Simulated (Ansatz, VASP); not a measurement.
PbS in VASP and in Ansatz

```
Pb S
1.0
     2.07995   -5.99130    0.00000
     2.07995    5.99130    0.00000
     0.00000    0.00000    4.27932
Pb S
2 2
Direct
  0.13056 0.86944 0.25000
  0.86944 0.13056 0.75000
  0.35480 0.64520 0.25000
  0.64520 0.35480 0.75000
```

Alike in both runs: functional LDA; k mesh 7 × 7 × 6; occupations fermi-dirac, width 0.05 eV; no spin polarisation.

|  | VASP | Ansatz |
| --- | --- | --- |
| version | VASP 6.6.1 | Ansatz 0.2.0 |
| potentials or method | VASP PAW LDA potentials, release 64 (Pb_d, S), cutoff 520 eV | all-electron LAPW, scalar-relativistic |
| task | single point | band structure |

Ansatz gave:

- gap on the k mesh at the Fermi level (eV): 1.11
- least direct gap on the mesh (eV): 1.29
- pressure (GPa): -3.5
- traceless stress, the component that is largest in VASP (GPa): 0.44
- rms of the force components (eV/Å): 0.051

Q: What did VASP give for the same quantities?

A: gap on the k mesh at the Fermi level (eV): 1.10; least direct gap on the mesh (eV): 1.28; pressure (GPa): -3.5; traceless stress, the component that is largest in VASP (GPa): 0.42; rms of the force components (eV/Å): 0.046.

LDA's correlation is that of Perdew and Zunger in VASP and of Perdew and Wang (1992) in Ansatz. Atom by atom the forces differ by 0.005 eV/Å (rms over components). Ansatz ran all-electron here, and VASP with PAW potentials.

Spin-orbit coupling is off throughout.
